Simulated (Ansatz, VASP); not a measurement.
**Two plane-wave programs on SbP**

```
CELL_PARAMETERS angstrom
4.93461 0.00000 -0.14267
0.00000 3.82545 0.00000
-1.14314 0.00000 5.62322
ATOMIC_POSITIONS crystal
Sb 0.27565 0.25000 0.48746
Sb 0.72435 0.75000 0.51254
P 0.14157 0.25000 0.01968
P 0.85843 0.75000 0.98032
```

Alike in both runs: functional PBE; k mesh 10 × 12 × 8; occupations gaussian, width 0.1 eV; no spin polarisation.

Ansatz relaxed the structure, and its values are those at the end. VASP's run is a single point on that final structure, the one shown.

|  | VASP | Ansatz |
| --- | --- | --- |
| version | VASP 6.6.1 | Ansatz 0.2.0 |
| potentials or method | VASP PAW PBE potentials, release 64 (Sb, P), cutoff 520 eV | scalar-relativistic, plane waves, PAW |
| valence electrons in the cell | 20 | 40 |

```csv
,VASP,Ansatz,Ansatz less VASP
gap on the k mesh at the Fermi level (eV),none,none,-
pressure (GPa),0.0,0.0,+0.02
rms of the force components (eV/Å),0.020,0.002,-0.0184
```

A gap of «none» marks a metal or a gap that the smearing closes. With one functional, cell and mesh, what is left measures potentials, basis and numerics. VASP's potentials hold 20 valence electrons a cell and Ansatz's 40, so a difference there can come from the potentials and not from the codes.

Spin-orbit coupling is off throughout.
